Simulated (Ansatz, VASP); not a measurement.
**Two plane-wave programs on TaN**

```
Ta N
1.0
     2.92399    0.00000    0.00000
    -1.46199    2.53225    0.00000
     0.00000    0.00000    2.87073
Ta N
1 1
Direct
  0.33333 0.66667 0.50000
  0.00000 0.00000 0.79099
```

Alike in both runs: task single point; functional PBEsol; k mesh 24 × 24 × 20; occupations gaussian, width 0.15 eV; no spin polarisation.

```csv
,VASP,Ansatz
version,VASP 6.6.1,Ansatz 0.2.0
potentials or method,"VASP PAW PBE potentials, release 64 (Ta_pv, N), cutoff 520 eV","scalar-relativistic, plane waves, PAW"
valence electrons in the cell,16,18
```

|  | VASP | Ansatz | Ansatz less VASP |
| --- | --- | --- | --- |
| gap on the k mesh at the Fermi level (eV) | none | none | - |
| rms of the force components (eV/Å) | 4.558 | 4.471 | -0.0870 |

VASP's potentials were made for PBE, not for PBEsol. Atom by atom the forces differ by 0.087 eV/Å (rms over components). A gap of «none» marks a metal or a gap that the smearing closes. VASP's potentials hold 16 valence electrons a cell and Ansatz's 18, so a difference there can come from the potentials and not from the codes.

Neither program's run includes spin-orbit coupling.
